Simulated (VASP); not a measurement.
Input of a VASP 6.6.1 run:

File INCAR:

```
SYSTEM = Mg
PREC = Accurate
ENCUT = 520
EDIFF = 1E-6
ISMEAR = 0
SIGMA = 0.1
LREAL = .FALSE.
LASPH = .TRUE.
NELM = 100
ALGO = Normal
ISIF = 2
LWAVE = .FALSE.
LCHARG = .FALSE.
GGA = PS
NBANDS = 7
```

KPOINTS

```
regular mesh
0
G
  11 11 11
  0 0 0
```

The input POSCAR:

```
Mg
1.0
   -1.4887030327      1.4887030327      1.4887030327
    1.4887030327     -1.4887030327      1.4887030327
    1.4887030327      1.4887030327     -1.4887030327
Mg
1
Direct
    0.0000000000      0.0000000000      0.0000000000
```

Potentials or basis: VASP PAW PBE potentials, release 64 (Mg).

Command:

```sh
$ cat potpaw_PBE.64/Mg/POTCAR > POTCAR
$ mpirun -np 1 vasp_std > vasp.out
```

What does it give for the pressure?

56.0 GPa.

Predict the band gap on the k mesh.

zero (band 1 reaches 8.88 eV, above the bottom of band 2 at 5.55 eV).

Caveat: the PAW data sets were made with another functional, which shifts forces and pressure a little.
